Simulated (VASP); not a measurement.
# GaAs in VASP: notebook

The runs below take GaAs through single point, with PBE.

Everything below comes from runs of VASP 6.6.1. Logs are shortened: lines on timing, memory, paths and dates and some standing lists are left out, and cuts for length are marked.

### Step 1. The cell of the first run

The typed cell holds 2 atoms: a = 3.812 Å, b = 3.812 Å, c = 3.812 Å, α = 120.03°, β = 120.03°, γ = 89.95°.

### Step 2. Single point, PBE

Contents of INCAR:

```
PREC     = Accurate       # precision mode
ENCUT    = 520            # plane-wave cutoff, eV
EDIFF    = 1E-6           # SCF threshold, eV
ISMEAR   = 0              # smearing method
SIGMA    = 0.1            # smearing width, eV
LREAL    = F              # projectors in reciprocal space
LASPH    = T              # aspherical terms in the spheres
NELM     = 100            # most SCF steps
ALGO     = Normal         # electronic algorithm
ISIF     = 2              # what is computed and relaxed
LWAVE    = F              # write WAVECAR
LCHARG   = F              # write CHGCAR
GGA      = PE             # functional
NBANDS   = 16             # bands
```

Contents of KPOINTS:

```
Automatic mesh
0
Gamma
  6 6 6
```

Contents of POSCAR:

```
GaAs
1.0
   -1.9050591416      1.9050591416      2.6963930022
    1.9050591416     -1.9050591416      2.6963930022
    1.9050591416      1.9050591416     -2.6963930022
Ga As
1 1
Direct
    0.0000000000      0.0000000000      0.0000000000
    0.5000000000      0.5000000000      0.0000000000
```

Potentials or basis: VASP PAW PBE potentials, release 64 (Ga_d, As).

Run with:

```sh
cat potpaw_PBE.64/Ga_d/POTCAR potpaw_PBE.64/As/POTCAR > POTCAR
mpirun -np 1 vasp_std > vasp.out
```

OUTCAR:

```text
PREC = Accurate
   ENCUT = 520
   EDIFF = 1E-6
   ISMEAR = 0
   LREAL = F
   LASPH = T
   NELM = 100
   ISIF = 2
   GGA = PE

 ion  position               nearest neighbor table
   1  0.000  0.000  0.000-   2 2.69   2 2.69   2 2.69   2 2.69   2 2.70   2 2.70
   2  0.500  0.500  0.000-   1 2.69   1 2.69   1 2.69   1 2.69   1 2.70   1 2.70

  LATTYP: Found a body centered tetragonal cell.
 ALAT       =     3.8101182832
 C/A-ratio  =     1.4153854562

  Lattice vectors:

 A1 = (  -1.9050591416,   1.9050591416,   2.6963930022)
 A2 = (   1.9050591416,  -1.9050591416,   2.6963930022)
 A3 = (   1.9050591416,   1.9050591416,  -2.6963930022)

Analysis of symmetry for initial positions (statically):
=====================================================================
 Subroutine PRICEL returns:
 Original cell was already a primitive cell.

 Routine SETGRP: Setting up the symmetry group for a
 body centered tetragonal supercell.

 Subroutine GETGRP returns: Found 16 space group operations
 (whereof 16 operations were pure point group operations)
 out of a pool of 16 trial point group operations.

The static configuration has the point symmetry D_4h.

Analysis of symmetry for dynamics (positions and initial velocities):
=====================================================================
 Subroutine PRICEL returns:
 Original cell was already a primitive cell.

 Routine SETGRP: Setting up the symmetry group for a
 body centered tetragonal supercell.

 Subroutine GETGRP returns: Found 16 space group operations
 (whereof 16 operations were pure point group operations)
 out of a pool of 16 trial point group operations.

The dynamic configuration has the point symmetry D_4h.

 Subroutine INISYM returns: Found 16 space group operations
 (whereof 16 operations are pure point group operations),
 and found     1 'primitive' translations

----------------------------------------------------------------------------------------

                                     Primitive cell

  volume of cell :      39.1435

  direct lattice vectors                    reciprocal lattice vectors
    -1.905059142  1.905059142  2.696393002     0.000000000  0.262459043  0.185432910
     1.905059142 -1.905059142  2.696393002     0.262459043  0.000000000  0.185432910
     1.905059142  1.905059142 -2.696393002     0.262459043  0.262459043  0.000000000

  length of vectors
     3.811697245  3.811697245  3.811697245     0.321356676  0.321356676  0.371173139

  position of ions in fractional coordinates (direct lattice)
     0.000000000  0.000000000  0.000000000
     0.500000000  0.500000000  0.000000000

  ion indices of the primitive-cell ions
   primitive index   ion index
                 1           1
                 2           2

----------------------------------------------------------------------------------------

 KPOINTS: Automatic mesh

Automatic generation of k-mesh.
 Grid dimensions read from file:
 generate k-points for:    6    6    6

 Generating k-lattice:

  Cartesian coordinates                     Fractional coordinates (reciprocal lattice)
     0.000000000  0.043743174  0.030905485     0.166666667  0.000000000  0.000000000
     0.043743174  0.000000000  0.030905485     0.000000000  0.166666667  0.000000000
     0.043743174  0.043743174  0.000000000     0.000000000  0.000000000  0.166666667

  Length of vectors
     0.053559446  0.053559446  0.061862190

  Shift w.r.t. Gamma in fractional coordinates (k-lattice)
     0.000000000  0.000000000  0.000000000

 Subroutine IBZKPT returns following result:
 ===========================================

 Found     30 irreducible k-points:

 Following reciprocal coordinates:
            Coordinates               Weight
  0.000000  0.000000  0.000000      1.000000
  0.166667  0.000000 -0.000000      8.000000
  0.333333  0.000000 -0.000000      8.000000
  0.500000  0.000000  0.000000      4.000000
  0.166667  0.166667 -0.000000      8.000000
  0.333333  0.166667 -0.000000     16.000000
[... 16 lines left out ...]
 -0.333333 -0.333333  0.166667      8.000000
 -0.166667 -0.333333  0.166667      8.000000
 [... further k-points ...]
   k-points           NKPTS =     30   k-points in BZ     NKDIM =     30   number of bands    NBANDS=     16
   number of dos      NEDOS =    301   number of ions     NIONS =      2
   total plane-waves  NPLWV =  21952
   dimension x,y,z NGX =    28 NGY =   28 NGZ =   28
   dimension x,y,z NGXF=    56 NGYF=   56 NGZF=   56
   ions per type =               1   1
   NGX,Y,Z   is equivalent  to a cutoff of  12.21, 12.21, 12.21 a.u.
   NGXF,Y,Z  is equivalent  to a cutoff of  24.42, 24.42, 24.42 a.u.
 SYSTEM =  unknown system
   PREC   = accura    normal or accurate (medium, high low for compatibility)
   ISTART =      0    job   : 0-new  1-cont  2-samecut
   ICHARG =      2    charge: 1-file 2-atom 10-const
   ISPIN  =      1    spin polarized calculation?
   LNONCOLLINEAR =      F non collinear calculations
   LSORBIT =      F    spin-orbit coupling
   LASPH  =      T    aspherical Exc in radial PAW
   ENCUT  =  520.0 eV  38.22 Ry    6.18 a.u.   7.09  7.09  7.09*2*pi/ulx,y,z
   NELM   =    100;   NELMIN=  2; NELMDL= -5     # of ELM steps
   EDIFF  = 0.1E-05   stopping-criterion for ELM
   LREAL  =      F    real-space projection
   EDIFFG = 0.1E-04   stopping-criterion for IOM
   NSW    =      0    number of steps for IOM
   IBRION =     -1    ionic relax: 0-MD 1-quasi-New 2-CG
   NFREE  =      0    steps in history (QN), initial steepest desc. (CG)
   ISIF   =      2    stress and relaxation
   ISYM   =      2    0-nonsym 1-usesym 2-fastsym
   POTIM  = 0.5000    time-step for ionic-motion
   TEBEG  =    0.0;   TEEND  =   0.0 temperature during run
   PSTRESS=    0.0 pullay stress
   NELECT =      18.0000    total number of electrons
   NUPDOWN=      -1.0000    fix difference up-down
   EMIN   =  10.00;   EMAX   =-10.00  energy-range for DOS
   EFERMI =   0.00;   METHOD = LEGACY
   ISMEAR =     0;   SIGMA  =   0.10  broadening in eV -4-tet -1-fermi 0-gaus
   EFERMI_NEDOS =   21; number of points for ismear=-14 and -15
   IALGO  =     38    algorithm
   IMIX   =      4    mixing-type and parameters
     AMIX     =   0.40;   BMIX     =  1.00
     AMIX_MAG =   1.60;   BMIX_MAG =  1.00
  volume/ion in A,a.u.               =      19.57       132.08
  Fermi-wavevector in a.u.,A,eV,Ry     =   1.263608  2.387872 21.724486  1.596705
  Thomas-Fermi vector in A             =   2.396956
   LORBIT       =      0    0 simple, 1 ext, 2 COOP (PROOUT), +10 PAW based schemes
   GGA     = PE    functional components
   LHFCALC =     F    Hartree Fock is set to
   AEXX    =    0.0000 exact exchange contribution
   IVDW    =     0    specifies the selected vdW correction
   LEPSILON=     F    determine dielectric tensor
   LRPA    =     F    only Hartree local field effects (RPA)
 non-spin polarized calculation
 Gauss-broadening in eV      SIGMA  =   0.10
  energy-cutoff  :      520.00
  volume of cell :       39.14
 maximum number of plane-waves:      1067
   NGX = 15   NGY = 15   NGZ = 15

 number of electron      17.9999997 magnetization

 Free energy of the ion-electron system (eV)
  ---------------------------------------------------
  ext. energy  EPLUGINS =         0.00000000
  ---------------------------------------------------
  free energy    TOTEN  =        -7.63246310 eV

  energy without entropy =       -7.62266772  energy(sigma->0) =       -7.62756541

 E-fermi :   5.3479     XC(G=0): -10.6008

 val. band max:        5.3033770328   @ k =   0.0000   0.0000   0.0000
 cond. band min:       5.3692394978   @ k =   0.3333   0.0000  -0.0000
 fundamental gap:      0.0658624650
 Fermi energy:         5.3478939109

 k-point     1 :       0.0000    0.0000    0.0000
  band No.  band energies     occupation
      1      -9.5880      2.00000
      2      -9.5879      2.00000
      3      -9.5693      2.00000
      4      -9.5692      2.00000
      5      -9.5692      2.00000
      6      -7.8379      2.00000
[... 8 lines left out ...]
     15      12.8334      0.00000
     16      12.8334      0.00000

 k-point     2 :       0.1667    0.0000   -0.0000
  band No.  band energies     occupation
      1      -9.5945      2.00000
      2      -9.5945      2.00000
      3      -9.5702      2.00000
      4      -9.5627      2.00000
      5      -9.5627      2.00000
      6      -7.4714      2.00000
[... 8 lines left out ...]
     15      13.4450      0.00000
     16      13.4470      0.00000

 k-point     3 :       0.3333    0.0000   -0.0000
  band No.  band energies     occupation
      1      -9.6098      2.00000
      2      -9.6097      2.00000
      3      -9.5737      2.00000
      4      -9.5475      2.00000
      5      -9.5474      2.00000
      6      -6.4555      2.00000
[... 8 lines left out ...]
     15      15.6984      0.00000
     16      15.7013      0.00000

 k-point     4 :       0.5000    0.0000    0.0000
  band No.  band energies     occupation
      1      -9.6176      2.00000
      2      -9.6176      2.00000
      3      -9.5759      2.00000
      4      -9.5396      2.00000
      5      -9.5395      2.00000
      6      -5.5609      2.00000
[... 8 lines left out ...]
     15      18.6108      0.00000
     16      18.6192      0.00000
[... 324 lines left out ...]
 k-point    22 :      -0.1667    0.5000    0.1667
  band No.  band energies     occupation
      1      -9.6497      2.00000
      2      -9.6050      2.00000
      3      -9.5710      2.00000
      4      -9.5478      2.00000
      5      -9.5370      2.00000
      6      -5.4203      2.00000
[... 8 lines left out ...]
     15      18.2238      0.00000
     16      18.7307      0.00000

 k-point    23 :      -0.3333   -0.3333    0.1667
  band No.  band energies     occupation
      1      -9.6735      2.00000
      2      -9.5940      2.00000
      3      -9.5731      2.00000
      4      -9.5464      2.00000
      5      -9.5379      2.00000
      6      -5.5887      2.00000
[... 8 lines left out ...]
     15      17.9394      0.00000
     16      18.0088      0.00000

 k-point    24 :      -0.1667   -0.3333    0.1667
  band No.  band energies     occupation
      1      -9.6428      2.00000
      2      -9.5900      2.00000
      3      -9.5756      2.00000
      4      -9.5514      2.00000
      5      -9.5451      2.00000
      6      -6.5190      2.00000
[... 8 lines left out ...]
     15      16.6899      0.00000
     16      16.9456      0.00000

 [... further k-points ...]
[... 5 lines left out ...]
  --------------------------------------------------------------------------------------
  -------------------------------------------------------------------------------------
  Total        0.0614766      0.0614766      0.0521955      0.0000000      0.0000000      0.0000000
  in kB        2.5162884      2.5162884      2.1364067      0.0000000      0.0000000      0.0000000
  external PRESSURE =       2.3896612 kB  Pullay stress =       0.0000000 kB

 VOLUME and BASIS-vectors are now :
 -----------------------------------------------------------------------------
  energy-cutoff  :      520.00
  volume of cell :       39.14
      direct lattice vectors                 reciprocal lattice vectors
    -1.905059142  1.905059142  2.696393002     0.000000000  0.262459043  0.185432910
     1.905059142 -1.905059142  2.696393002     0.262459043  0.000000000  0.185432910
     1.905059142  1.905059142 -2.696393002     0.262459043  0.262459043  0.000000000

 POSITION                                       TOTAL-FORCE (eV/Angst)
 -----------------------------------------------------------------------------------
      0.00000      0.00000      0.00000        -0.000000      0.000000     -0.000000
      0.00000      0.00000      2.69639         0.000000     -0.000000      0.000000
 -----------------------------------------------------------------------------------
    total drift:                                0.000000     -0.000000     -0.000000

  FREE ENERGIE OF THE ION-ELECTRON SYSTEM (eV)
  ---------------------------------------------------
  free  energy   TOTEN  =        -7.6324631027 eV

  energy  without entropy=       -7.6226677194  energy(sigma->0) =       -7.62756541
```

Run time: 8.6 s. Hardware: 1 thread of AMD EPYC 9R45 (Zen 5), shared host; peak memory 0.13 GiB.

What came out:

```
Free energy            : -7.6325 eV
Pressure               : 0.2 GPa
Band gap on the k mesh : zero (band 9 reaches 5.88 eV, above the bottom of band 10 at 2.73 eV)
```

Levels at points of the mesh, in eV from the Fermi level:
```csv
k point,band 5,band 6,band 7,band 8,band 9,band 10,band 11,band 12,band 13,band 14
"(0.00, 0.00, 0.00)",-14.92,-13.19,-0.23,-0.05,-0.05,-0.04,7.20,7.21,7.21,7.46
"(0.50, 0.00, 0.00)",-14.89,-10.91,-7.69,0.15,0.16,2.56,2.84,2.85,4.09,12.10
"(0.50, 0.50, 0.00)",-14.87,-10.06,-5.56,-3.75,-2.63,-2.61,3.51,9.88,9.91,11.84
"(0.50, 0.50, 0.50)",-14.87,-10.07,-5.56,-3.74,-2.62,-2.62,3.52,9.90,9.90,11.82
```

Caveat: the k points lie up to 0.39 Å⁻¹ apart.

### Step 3. Single point, PBE

Contents of INCAR:

```
ALGO     = Normal         # electronic algorithm
EDIFF    = 1E-6           # SCF threshold, eV
ENCUT    = 520            # plane-wave cutoff, eV
GGA      = PE             # functional
ISIF     = 2              # what is computed and relaxed
ISMEAR   = 0              # smearing method
LASPH    = True           # aspherical terms in the spheres
LCHARG   = False          # write CHGCAR
LREAL    = False          # projectors in reciprocal space
LWAVE    = False          # write WAVECAR
NBANDS   = 16             # bands
NELM     = 60             # most SCF steps
PREC     = Accurate       # precision mode
SIGMA    = 0.1            # smearing width, eV
```

Contents of KPOINTS:

```
k-points
0
Gamma
  18 18 18
```

Contents of POSCAR:

```
GaAs
1.0
    0.0000000000      2.6959458809      2.6959458809
    2.6959458809      0.0000000000      2.6959458809
    2.6959458809      2.6959458809      0.0000000000
Ga As
1 1
Direct
    0.0000000000      0.0000000000      0.0000000000
    0.5000000000      0.5000000000      0.5000000000
```

Potentials or basis: VASP PAW PBE potentials, release 64 (Ga_d, As).

Run with:

```sh
cat potpaw_PBE.64/Ga_d/POTCAR potpaw_PBE.64/As/POTCAR > POTCAR
mpirun -np 1 vasp_std > vasp.out
```

OUTCAR:

```text
EDIFF = 1E-6
   ENCUT = 520
   GGA = PE
   ISIF = 2
   ISMEAR = 0
   LASPH = True
   LREAL = False
   NELM = 60
   PREC = Accurate

 ion  position               nearest neighbor table
   1  0.000  0.000  0.000-   2 2.70   2 2.70   2 2.70   2 2.70   2 2.70   2 2.70
   2  0.500  0.500  0.500-   1 2.70   1 2.70   1 2.70   1 2.70   1 2.70   1 2.70

  LATTYP: Found a face centered cubic cell.
 ALAT       =     5.3918917618

  Lattice vectors:

 A1 = (   0.0000000000,   2.6959458809,   2.6959458809)
 A2 = (   2.6959458809,   0.0000000000,   2.6959458809)
 A3 = (   2.6959458809,   2.6959458809,   0.0000000000)

Analysis of symmetry for initial positions (statically):
=====================================================================
 Subroutine PRICEL returns:
 Original cell was already a primitive cell.

 Routine SETGRP: Setting up the symmetry group for a
 face centered cubic supercell.

 Subroutine GETGRP returns: Found 48 space group operations
 (whereof 48 operations were pure point group operations)
 out of a pool of 48 trial point group operations.

[... 156 lines left out ...]
  ext. energy  EPLUGINS =         0.00000000
  ---------------------------------------------------
  free energy    TOTEN  =        -7.63184469 eV

  energy without entropy =       -7.62537896  energy(sigma->0) =       -7.62861182

 E-fermi :   5.2017     XC(G=0): -10.6008

 val. band max:        5.1882838526   @ k =  -0.3333   0.1667   0.0000
 cond. band min:       5.2032884992   @ k =   0.1667   0.0556   0.0000
 fundamental gap:      0.0150046467
 Fermi energy:         5.2016645435

 k-point     1 :       0.0000    0.0000    0.0000
  band No.  band energies     occupation
      1      -9.5384      2.00000
      2      -9.5384      2.00000
      3      -9.5189      2.00000
      4      -9.5189      2.00000
      5      -9.5189      2.00000
      6      -7.8657      2.00000
[... 433 lines left out ...]
      3      -9.5211      2.00000
      4      -9.5070      2.00000
      5      -9.5043      2.00000
      6      -7.0807      2.00000
[... 8 lines left out ...]
     15      13.8569      0.00000
     16      15.1537      0.00000

 [... further k-points ...]
[... 5 lines left out ...]
  --------------------------------------------------------------------------------------
  -------------------------------------------------------------------------------------
  Total        0.0383694      0.0383694      0.0383694     -0.0000000      0.0000000      0.0000000
  in kB        1.5686722      1.5686722      1.5686722     -0.0000000      0.0000000      0.0000000
  external PRESSURE =       1.5686722 kB  Pullay stress =       0.0000000 kB

 VOLUME and BASIS-vectors are now :
 -----------------------------------------------------------------------------
  energy-cutoff  :      520.00
  volume of cell :       39.19
      direct lattice vectors                 reciprocal lattice vectors
     0.000000000  2.695945881  2.695945881    -0.185463664  0.185463664  0.185463664
     2.695945881  0.000000000  2.695945881     0.185463664 -0.185463664  0.185463664
     2.695945881  2.695945881  0.000000000     0.185463664  0.185463664 -0.185463664

 POSITION                                       TOTAL-FORCE (eV/Angst)
 -----------------------------------------------------------------------------------
      0.00000      0.00000      0.00000        -0.000000      0.000000     -0.000000
      2.69595      2.69595      2.69595         0.000000     -0.000000      0.000000
 -----------------------------------------------------------------------------------
    total drift:                               -0.000000      0.000000      0.000000

  FREE ENERGIE OF THE ION-ELECTRON SYSTEM (eV)
  ---------------------------------------------------
  free  energy   TOTEN  =        -7.6318446917 eV

  energy  without entropy=       -7.6253789579  energy(sigma->0) =       -7.62861182
```

OSZICAR:

```text
N       E                     dE             d eps       ncg     rms          rms(c)
DAV:   1     0.791217981307E+02    0.79122E+02   -0.88547E+03  6480   0.162E+03
DAV:   2    -0.194495860432E+01   -0.81067E+02   -0.77423E+02  7120   0.310E+02
DAV:   3    -0.763863190275E+01   -0.56937E+01   -0.56511E+01  7592   0.622E+01
DAV:   4    -0.771128659736E+01   -0.72655E-01   -0.72638E-01  7352   0.756E+00
DAV:   5    -0.771223889067E+01   -0.95229E-03   -0.95228E-03  7872   0.807E-01    0.222E+00
DAV:   6    -0.763323620967E+01    0.79003E-01   -0.15272E-01  8592   0.692E+00    0.129E+00
DAV:   7    -0.763117528483E+01    0.20609E-02   -0.22071E-02  8824   0.104E+00    0.513E-01
DAV:   8    -0.763178850983E+01   -0.61323E-03   -0.28474E-03  7672   0.655E-01    0.620E-02
DAV:   9    -0.763184432955E+01   -0.55820E-04   -0.28241E-04  7928   0.260E-01    0.455E-02
DAV:  10    -0.763184263744E+01    0.16921E-05   -0.10332E-05  7584   0.291E-02    0.284E-02
DAV:  11    -0.763184477898E+01   -0.21415E-05   -0.93850E-06  7696   0.347E-02    0.169E-03
DAV:  12    -0.763184469168E+01    0.87306E-07   -0.40943E-07  5080   0.563E-03
   1 F= -.76318447E+01 E0= -.76286118E+01  d E =-.646573E-02
```

stdout:

```text
POSCAR found type information on POSCAR GaAs
 POSCAR found :  2 types and       2 ions
 scaLAPACK will be used
 LDA part: xc-table for (Slater+PW92), standard interpolation
 POSCAR, INCAR and KPOINTS ok, starting setup
 FFT: planning ... GRIDC
 FFT: planning ... GRID_SOFT
 FFT: planning ... GRID
 WAVECAR not read
 entering main loop
```

Wall time 46 s (1 thread of AMD EPYC 9R45 (Zen 5), shared host); peak memory 0.22 GiB.

What came out:

```
Free energy            : -7.6318 eV
Pressure               : 0.2 GPa
Band gap on the k mesh : zero (band 9 reaches 5.83 eV, above the bottom of band 10 at 2.70 eV)
```
